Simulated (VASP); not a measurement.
# Ge (Imma) in VASP: further runs, part 2 of 2

VASP 6.6.1.

## Step 4: Single point, LDA

File INCAR:

```
SYSTEM = Ge
ALGO = Normal ; EDIFF = 1E-6
ENCUT = 500 ; GGA = CA
GGA_COMPAT = .False. ; ISIF = 2
ISMEAR = 0 ; LASPH = .True.
LCHARG = .False. ; LREAL = .False.
LWAVE = .False. ; NBANDS = 36
NELM = 120 ; PREC = Accurate
SIGMA = 0.1
```

File KPOINTS:

```
k-points
0
Gamma
  10 8 12
  0 0 0
```

File POSCAR:

```
Ge
1.0
    4.0476365071      0.0000000000      0.0000000000
    0.0000000000      5.7242224438      0.0000000000
    0.0000000000      0.0000000000      3.8894778188
Ge
4
Direct
    0.0000000000      0.0000000000      0.0000000000
    0.5000000000      0.5000000000      0.5000000000
    0.0000000000      0.2500000000      0.5000000000
    0.5000000000      0.7500000000      0.0000000000
```

Potentials or basis: VASP PAW LDA potentials, release 64 (Ge_d).

Run with:

```console
> cat potpaw_LDA.64/Ge_d/POTCAR > POTCAR
> mpirun -np 1 vasp_std > vasp.out
```

OUTCAR:

```text
SYSTEM = Ge
   EDIFF = 1E-6
   ENCUT = 500
   GGA = CA
   ISIF = 2
   ISMEAR = 0
   LASPH = .True.
   LREAL = .False.
   NELM = 120
   PREC = Accurate

 ion  position               nearest neighbor table
   1  0.000  0.000  0.000-   3 2.41   3 2.41   4 2.48   4 2.48
   2  0.500  0.500  0.500-   4 2.41   4 2.41   3 2.48   3 2.48
   3  0.000  0.250  0.500-   1 2.41   1 2.41   2 2.48   2 2.48
   4  0.500  0.750  0.000-   2 2.41   2 2.41   1 2.48   1 2.48

  LATTYP: Found a simple orthorhombic cell.
 ALAT       =     3.8894778188
 B/A-ratio  =     1.0406632190
 C/A-ratio  =     1.4717200381

  Lattice vectors:

 A1 = (   0.0000000000,   0.0000000000,   3.8894778188)
 A2 = (   4.0476365071,   0.0000000000,   0.0000000000)
 A3 = (   0.0000000000,   5.7242224438,   0.0000000000)

Analysis of symmetry for initial positions (statically):
=====================================================================
 Subroutine PRICEL returns following result:

  LATTYP: Found a body centered orthorhombic cell.
 ALAT       =     3.8894778188
 B/A-ratio  =     1.0406632190
 C/A-ratio  =     1.4717200381

  Lattice vectors:

 A1 = (  -2.0238182536,  -2.8621112219,  -1.9447389094)
 A2 = (   2.0238182536,  -2.8621112219,   1.9447389094)
 A3 = (  -2.0238182536,   2.8621112219,   1.9447389094)

   2 primitive cells build up your supercell.

 Routine SETGRP: Setting up the symmetry group for a
 simple orthorhombic supercell.

 Subroutine GETGRP returns: Found  8 space group operations
 (whereof  4 operations were pure point group operations)
 out of a pool of  8 trial point group operations.

The static configuration has the point symmetry C_2v.
 The point group associated with its full space group is D_2h.

Analysis of symmetry for dynamics (positions and initial velocities):
=====================================================================
 Subroutine PRICEL returns following result:

  LATTYP: Found a body centered orthorhombic cell.
 ALAT       =     3.8894778188
 B/A-ratio  =     1.0406632190
 C/A-ratio  =     1.4717200381

  Lattice vectors:

 A1 = (  -2.0238182536,  -2.8621112219,  -1.9447389094)
 A2 = (   2.0238182536,  -2.8621112219,   1.9447389094)
 A3 = (  -2.0238182536,   2.8621112219,   1.9447389094)

   2 primitive cells build up your supercell.

 Routine SETGRP: Setting up the symmetry group for a
 simple orthorhombic supercell.

 Subroutine GETGRP returns: Found  8 space group operations
 (whereof  4 operations were pure point group operations)
 out of a pool of  8 trial point group operations.

The dynamic configuration has the point symmetry C_2v.
 The point group associated with its full space group is D_2h.

 Subroutine INISYM returns: Found  8 space group operations
 (whereof  4 operations are pure point group operations),
 and found     2 'primitive' translations

----------------------------------------------------------------------------------------

                                     Primitive cell

  volume of cell :      45.0588

  direct lattice vectors                    reciprocal lattice vectors
    -2.023818254 -2.862111222 -1.944738909    -0.247057758 -0.174696216  0.000000000
[... 38 lines left out ...]

 Found    210 irreducible k-points:

 Following reciprocal coordinates:
            Coordinates               Weight
  0.000000  0.000000  0.000000      1.000000
  0.100000  0.000000  0.000000      2.000000
  0.200000  0.000000  0.000000      2.000000
  0.300000  0.000000  0.000000      2.000000
  0.400000  0.000000  0.000000      2.000000
  0.500000  0.000000  0.000000      1.000000
[... 16 lines left out ...]
  0.400000  0.375000  0.000000      4.000000
  0.500000  0.375000  0.000000      2.000000
 [... further k-points ...]
   k-points           NKPTS =    210   k-points in BZ     NKDIM =    210   number of bands    NBANDS=     36
   number of dos      NEDOS =    301   number of ions     NIONS =      4
   total plane-waves  NPLWV =  35280
   dimension x,y,z NGX =    30 NGY =   42 NGZ =   28
   dimension x,y,z NGXF=    60 NGYF=   84 NGZF=   56
   ions per type =               4
   NGX,Y,Z   is equivalent  to a cutoff of  12.32, 12.20, 11.97 a.u.
   NGXF,Y,Z  is equivalent  to a cutoff of  24.64, 24.40, 23.94 a.u.
 SYSTEM =  Ge
   PREC   = accura    normal or accurate (medium, high low for compatibility)
   ISTART =      0    job   : 0-new  1-cont  2-samecut
   ICHARG =      2    charge: 1-file 2-atom 10-const
   ISPIN  =      1    spin polarized calculation?
   LNONCOLLINEAR =      F non collinear calculations
   LSORBIT =      F    spin-orbit coupling
   LASPH  =      T    aspherical Exc in radial PAW
   ENCUT  =  500.0 eV  36.75 Ry    6.06 a.u.   7.38 10.44  7.09*2*pi/ulx,y,z
   NELM   =    120;   NELMIN=  2; NELMDL= -5     # of ELM steps
   EDIFF  = 0.1E-05   stopping-criterion for ELM
   LREAL  =      F    real-space projection
   EDIFFG = 0.1E-04   stopping-criterion for IOM
   NSW    =      0    number of steps for IOM
   IBRION =     -1    ionic relax: 0-MD 1-quasi-New 2-CG
   NFREE  =      0    steps in history (QN), initial steepest desc. (CG)
   ISIF   =      2    stress and relaxation
   ISYM   =      2    0-nonsym 1-usesym 2-fastsym
   POTIM  = 0.5000    time-step for ionic-motion
   TEBEG  =    0.0;   TEEND  =   0.0 temperature during run
   PSTRESS=    0.0 pullay stress
   NELECT =      56.0000    total number of electrons
   NUPDOWN=      -1.0000    fix difference up-down
   EMIN   =  10.00;   EMAX   =-10.00  energy-range for DOS
   EFERMI =   0.00;   METHOD = LEGACY
   ISMEAR =     0;   SIGMA  =   0.10  broadening in eV -4-tet -1-fermi 0-gaus
   EFERMI_NEDOS =   21; number of points for ismear=-14 and -15
   IALGO  =     38    algorithm
   IMIX   =      4    mixing-type and parameters
     AMIX     =   0.40;   BMIX     =  1.00
     AMIX_MAG =   1.60;   BMIX_MAG =  1.00
  volume/ion in A,a.u.               =      22.53       152.04
  Fermi-wavevector in a.u.,A,eV,Ry     =   1.397015  2.639976 26.553823  1.951651
  Thomas-Fermi vector in A             =   2.520313
   LORBIT       =      0    0 simple, 1 ext, 2 COOP (PROOUT), +10 PAW based schemes
   GGA     = CA    functional components
   LHFCALC =     F    Hartree Fock is set to
   AEXX    =    0.0000 exact exchange contribution
   IVDW    =     0    specifies the selected vdW correction
   LEPSILON=     F    determine dielectric tensor
   LRPA    =     F    only Hartree local field effects (RPA)
 non-spin polarized calculation
 Gauss-broadening in eV      SIGMA  =   0.10
  energy-cutoff  :      500.00
  volume of cell :       90.12
 maximum number of plane-waves:      2314
 NGX is ok and might be reduce to    30
   NGX = 15   NGY = 21   NGZ = 15

 number of electron      56.0000005 magnetization

 Free energy of the ion-electron system (eV)
  ---------------------------------------------------
  ext. energy  EPLUGINS =         0.00000000
  ---------------------------------------------------
  free energy    TOTEN  =       -20.73728807 eV

  energy without entropy =      -20.73668087  energy(sigma->0) =      -20.73698447

 E-fermi :   4.7766     XC(G=0): -10.3119

 val. band max:        4.7494038130   @ k =   0.0000   0.0000   0.0833
 cond. band min:       4.7836915104   @ k =   0.0000   0.0000   0.0000
 fundamental gap:      0.0342876974
 Fermi energy:         4.7765863582

 k-point     1 :       0.0000    0.0000    0.0000
  band No.  band energies     occupation
      1     -20.2331      2.00000
      2     -20.2028      2.00000
      3     -20.2022      2.00000
      4     -20.1760      2.00000
      5     -20.1589      2.00000
      6     -20.1438      2.00000
[... 925 lines left out ...]
     35      12.0477      0.00000
     36      12.0477      0.00000

 [... further k-points ...]

------------------------ aborting loop because EDIFF is reached ----------------------------------------

  FORCE on cell =-STRESS in cart. coord.  units (eV):
  Direction    XX          YY          ZZ          XY          YZ          ZX
  --------------------------------------------------------------------------------------
  -------------------------------------------------------------------------------------
  Total       -1.9757707     -0.9961307      1.7462775      0.0000000      0.0000000      0.0000000
  in kB      -35.1267375    -17.7099608     31.0466344      0.0000000      0.0000000      0.0000000
  external PRESSURE =      -7.2633546 kB  Pullay stress =       0.0000000 kB

 VOLUME and BASIS-vectors are now :
 -----------------------------------------------------------------------------
  energy-cutoff  :      500.00
  volume of cell :       90.12
      direct lattice vectors                 reciprocal lattice vectors
     4.047636507  0.000000000  0.000000000     0.247057758  0.000000000  0.000000000
     0.000000000  5.724222444  0.000000000     0.000000000  0.174696216  0.000000000
     0.000000000  0.000000000  3.889477819     0.000000000  0.000000000  0.257103922

 POSITION                                       TOTAL-FORCE (eV/Angst)
 -----------------------------------------------------------------------------------
      0.00000      0.00000      0.00000         0.000000     -0.330237      0.000000
      2.02382      2.86211      1.94474        -0.000000     -0.330237     -0.000000
      0.00000      1.43106      1.94474         0.000000      0.330237     -0.000000
      2.02382      4.29317      0.00000        -0.000000      0.330237     -0.000000
 -----------------------------------------------------------------------------------
    total drift:                                0.000000      0.000000      0.000000

  FREE ENERGIE OF THE ION-ELECTRON SYSTEM (eV)
  ---------------------------------------------------
  free  energy   TOTEN  =       -20.7372880654 eV

  energy  without entropy=      -20.7366808682  energy(sigma->0) =      -20.73698447
```

stdout:

```text
POSCAR found type information on POSCAR Ge
 POSCAR found :  1 types and       4 ions
 scaLAPACK will be used
 LDA part: xc-table for (Slater(with rela. corr.)+CA(PZ))
 , standard interpolation
 POSCAR, INCAR and KPOINTS ok, starting setup
 FFT: planning ... GRIDC
 FFT: planning ... GRID_SOFT
 FFT: planning ... GRID
 WAVECAR not read
 entering main loop
```

Run time: 12 min. Hardware: 1 thread of Oxide Virtual Turin-like, shared host; peak memory 0.46 GiB.

What came out:

| Item | Value |
| --- | --- |
| Free energy | -20.7373 eV |
| Pressure | -0.7 GPa |
| Largest force | 0.330 eV/Å |
| Band gap on the k mesh | zero (bands 28 and 29 overlap by 0.12 eV) |

Forces in eV/Å, atoms in the order of the input:
```
Ge   0.000 -0.330  0.000
Ge   0.000 -0.330  0.000
Ge   0.000  0.330  0.000
Ge   0.000  0.330  0.000
```

Stress tensor (GPa, compression positive):
```
-3.51  0.00  0.00
 0.00 -1.77  0.00
 0.00  0.00  3.10
```

Caveat: the stress differs along the axes, from -4 to 3 GPa; semilocal functionals underestimate gaps, and a narrow one can read as zero.

## Step 5: Overview

| cell | k mesh | gap on the mesh (eV) | pressure (GPa) | largest force (eV/Å) |
| --- | --- | --- | --- | --- |
| a = 4.048, b = 5.724, c = 3.889 Å, 4 atoms, atomic positions A | 4 × 4 × 6 | none | -0.4 | 0.37 |
| a = 4.048, b = 5.724, c = 3.944 Å, 4 atoms, atomic positions B | 10 × 8 × 10 | none | -1.8 | - |
| a = 4.048, b = 5.724, c = 3.889 Å, 4 atoms, atomic positions A | 10 × 8 × 12 | none | -0.7 | 0.33 |

Alike in all rows: task single point; level LDA; potentials or basis VASP PAW LDA potentials, release 64 (Ge_d); no spin polarisation; cutoff (eV) 500; smearing gaussian 0.1 eV.

Caveats: some runs use coarse meshes; semilocal functionals underestimate gaps, and a narrow one can read as zero; the stress differs along the axes, from -4 to 3 GPa (at least some runs).

Absolute energies hang on the potentials; compare differences alone.

The gap in the log of VASP goes by the Fermi energy; the results here count the filled bands.